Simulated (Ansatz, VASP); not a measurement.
PbSe in VASP and in Ansatz

```
Pb Se
1.0
    13.21982    0.00000    0.00000
     0.00000    4.45645    0.00000
     0.00000    0.00000    4.41518
Pb Se
4 4
Cartesian
  11.3635 3.3423 4.0191
  4.7536 3.3423 2.6037
  1.8563 1.1141 0.3961
  8.4662 1.1141 1.8115
  8.4912 3.3423 4.2022
  1.8813 3.3423 2.4206
  4.7286 1.1141 0.2130
  11.3386 1.1141 1.9946
```

Alike in both runs: task single point; functional LDA; k mesh 2 × 4 × 4; no spin polarisation.

```csv
,VASP,Ansatz
version,VASP 6.6.1,Ansatz 0.2.0
potentials or method,"VASP PAW LDA potentials, release 64 (Pb_d, Se)","plane waves, PAW"
plane-wave cutoff (eV),520,420
occupations,"gaussian, width 0.01 eV",fixed
valence electrons in the cell,80,120
```

Ansatz gave:

| Item | Value |
| --- | --- |
| gap on the k mesh at the Fermi level (eV) | 1.21 |

What did VASP give for the same quantities?

gap on the k mesh at the Fermi level (eV): 1.20.

LDA's correlation is that of Perdew and Zunger in VASP and of Perdew and Wang (1992) in Ansatz. VASP's potentials hold 80 valence electrons a cell and Ansatz's 120, so a difference there can come from the potentials and not from the codes.

Spin-orbit coupling is off throughout.
